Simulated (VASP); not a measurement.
A run of VASP 6.6.1 is set up as follows.

File INCAR:

```
PREC = Accurate
ENCUT = 600
EDIFF = 1E-6
ISMEAR = 0
SIGMA = 0.1
LREAL = F
LASPH = T
NELM = 80
ALGO = Normal
ISIF = 3
LWAVE = F
LCHARG = F
GGA = PE
IBRION = 2
NSW = 90
EDIFFG = -0.04
```

KPOINTS

```
Automatic mesh
0
Gamma
  6 6 4
```

The input POSCAR:

```
Si3WC2
1.0
    4.6785466400      0.0000000000      0.0000000000
   -2.3392733200      4.0517402400      0.0000000000
    0.0000000000      0.0000000000      5.7468291000
Si W C
3 1 2
Direct
    0.5000000000      0.0000000000      0.0000000000
    0.0000000000      0.5000000000      0.0000000000
    0.5000000000      0.5000000000      0.0000000000
    0.0000000000      0.0000000000      0.0000000000
    0.3333333300      0.6666666700      0.0000000000
    0.6666666700      0.3333333300      0.0000000000
```

Potentials or basis: VASP PAW PBE potentials, release 64 (Si, W_sv, C).

Command:

```sh
$ cat potpaw_PBE.64/Si/POTCAR potpaw_PBE.64/W_sv/POTCAR potpaw_PBE.64/C/POTCAR > POTCAR
$ mpirun -np 1 vasp_std > vasp.out
```

Task: What does it give for the band gap on the k mesh?

Result: Zero (bands 17 and 18 overlap by 1.96 eV).

Task: What does it give for the relaxed volume?

Result: 14.25 Å³/atom.

Task: What does it give for the space group after relaxing (to 0.1 Å)?

Result: P6/mmm (No. 191).

Stress tensor (GPa, compression positive):
```
0.31 0.00 0.00
0.00 0.31 0.00
0.00 0.00 0.43
```

Caveat: the volume moved by over 15 % at a fixed basis, so the end points are rough; spin-orbit coupling is left out, which moves the levels of the heavy elements.
